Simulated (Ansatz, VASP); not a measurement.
Two plane-wave programs on InP

```xyz
2
Lattice="0.0000 2.7702 2.7702 2.7057 0.0000 2.7702 2.7057 2.7702 0.0000" Properties=species:S:1:pos:R:3 pbc="T T T"
In    0.0741    0.0000    0.0000
P     2.4309    2.7702    2.7702
```

Change from the starting cell: mode 4 frozen in at -0.281 Å, normal strain along x -0.0233.

Alike in both runs: task single point; functional PBE; k mesh 14 × 14 × 14; occupations gaussian, width 0.15 eV; no spin polarisation.

|  | VASP | Ansatz |
| --- | --- | --- |
| version | VASP 6.6.1 | Ansatz 0.2.0 |
| potentials or method | VASP PAW PBE potentials, release 64 (In_d, P), cutoff 520 eV | scalar-relativistic, plane waves, PAW |
| valence electrons in the cell | 18 | 18 |

|  | VASP | Ansatz | Ansatz less VASP |
| --- | --- | --- | --- |
| gap on the k mesh at the Fermi level (eV) | none | none | - |
| pressure (GPa) | 6.7 | 6.8 | +0.10 |
| traceless stress, the component that is largest in VASP (GPa) | 14.39 | 14.55 | +0.167 |
| rms of the force components (eV/Å) | 1.226 | 1.240 | +0.0142 |

Atom by atom the forces differ by 0.014 eV/Å (rms over components). A gap of «none» marks a metal or a gap that the smearing closes.
